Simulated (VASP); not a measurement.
Set up this calculation in VASP 6.6.1, as the native input.

| Quantity | Value |
| --- | --- |
| Task | single point |
| Functional | r2SCAN |
| Dispersion | D4 |
| Potentials or basis | VASP PAW PBE potentials, release 64 (Al, N) |
| Cutoff | 520 eV |
| k mesh | 10 × 10 × 10 |
| Occupations | fermi-dirac, width 0.05 eV |
| Spin | no spin polarisation |
| Dipole correction | no |
| Further INCAR settings | ALGO = Normal; EDIFF = 1e-06; NBANDS = 11 |

The system is AlN.

```
CELL_PARAMETERS angstrom
0.00000 2.15448 2.15448
2.15448 0.00000 2.15448
2.15448 2.15448 0.00000
ATOMIC_POSITIONS crystal
Al 0.00000 0.00000 0.00000
N 0.25000 0.25000 0.25000
```

One way to write it, as run:

POSCAR

```
AlN
1.0
    0.0000000000      2.1544765148      2.1544765148
    2.1544765148      0.0000000000      2.1544765148
    2.1544765148      2.1544765148      0.0000000000
Al N
1 1
Direct
    0.0000000000      0.0000000000      0.0000000000
    0.2500000000      0.2500000000      0.2500000000
```

INCAR.step1

```
ALGO = Normal ; EDIFF = 1E-4
ENCUT = 520 ; GGA = PE
ISMEAR = -1 ; LASPH = True
LCHARG = False ; LREAL = False
LWAVE = True ; NBANDS = 11
NELM = 60 ; PREC = Accurate
SIGMA = 0.05
```

INCAR.step2

```
ALGO = Normal ; EDIFF = 1E-6
ENCUT = 520 ; ISIF = 2
ISMEAR = -1 ; ISTART = 1
IVDW = 13 ; LASPH = True
LCHARG = False ; LMIXTAU = True
LREAL = False ; LWAVE = False
METAGGA = R2SCAN ; NBANDS = 11
NELM = 60 ; PREC = Accurate
SIGMA = 0.05 ; VDW_A1 = 0.51559235
VDW_A2 = 5.77342911 ; VDW_S6 = 1.0
VDW_S8 = 0.6018749
```

KPOINTS

```
k-points
0
Gamma
  10 10 10
```

Potentials or basis: VASP PAW PBE potentials, release 64 (Al, N).

Command:

```console
$ cat potpaw_PBE.64/Al/POTCAR potpaw_PBE.64/N/POTCAR > POTCAR
$ cp INCAR.step1 INCAR
$ mpirun -np 1 vasp_std > vasp.out
$ cp INCAR.step2 INCAR
$ mpirun -np 1 vasp_std > vasp.out
```

It gave:

```json
{
  "Pressure": "7.4 GPa",
  "Band gap on the k mesh": "3.97 eV, indirect (least direct gap 5.28 eV)",
  "Dispersion energy per atom": "-0.120 eV"
}
```

Caveat: the PAW data sets were made with another functional, which shifts forces and pressure a little.

Run time: 60 s on 1 thread of AMD EPYC 7R43 64-Core Processor (Zen 3), on a shared host, peak memory 0.1 GiB.
